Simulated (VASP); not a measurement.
V, 1 atom in the cell. It takes space group Im-3m (No. 229, cubic). The conventional cell has a = 3.055 Å, b = 3.055 Å, c = 3.055 Å, α = 90.00°, β = 90.00°, γ = 90.00°. V (site symmetry m-3m) has 14 V at 2.65 to 3.06 Å within 3.5 Å.  This cell differs from its parent crystal: volume scaled by 1.04.

| Quantity | Value |
| --- | --- |
| Program | VASP 6.6.1 |
| Task | single point |
| Functional | revPBE |
| Potentials or basis | VASP PAW PBE potentials, release 64 (V_sv) |
| Cutoff | 520 eV |
| k mesh | 24 × 24 × 24 |
| Occupations | fermi-dirac, width 0.1 eV |
| Spin | no spin polarisation |
| Dipole correction | no |
| Further INCAR settings | ALGO = Normal; EDIFF = 1e-07; NBANDS = 12 |

Potentials or basis: VASP PAW PBE potentials, release 64 (V_sv).

Run with:

```console
$ cat potpaw_PBE.64/V_sv/POTCAR > POTCAR
$ mpirun -np 1 vasp_std > vasp.out
```

Hardware: 1 thread of AMD EPYC 7R13, with other jobs on the host.

Task: Estimate the wall time of this run.

Result: It took 2.3 min on 1 thread of AMD EPYC 7R13, with other jobs on the host, peak memory 0.15 GiB. Counts: scf iterations 14, k points 413.
